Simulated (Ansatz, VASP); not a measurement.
Ga: VASP beside Ansatz

```
CELL_PARAMETERS angstrom
4.74812 0.00000 0.00000
-2.37406 4.11199 0.00000
0.00000 0.00000 3.04840
ATOMIC_POSITIONS crystal
Ga 0.00000 0.00000 0.00000
Ga 0.33333 0.66667 0.50000
Ga 0.66667 0.33333 0.50000
```

Alike in both runs: functional revPBE; k mesh 8 × 8 × 11; occupations fermi-dirac, width 0.1 eV; no spin polarisation.

Ansatz relaxed the structure, and its values are those at the end. VASP's run is a single point on that final structure, the one shown.

|  | VASP | Ansatz |
| --- | --- | --- |
| version | VASP 6.6.1 | Ansatz 0.2.0 |
| potentials or method | VASP PAW PBE potentials, release 64 (Ga_d), cutoff 520 eV | plane waves (420 eV) with PAW, scalar-relativistic |
| valence electrons in the cell | 39 | 39 |

```csv
,VASP,Ansatz,Ansatz less VASP
pressure (GPa),0.2,0.0,-0.20
```

VASP's potentials were made for PBE, not for revPBE.
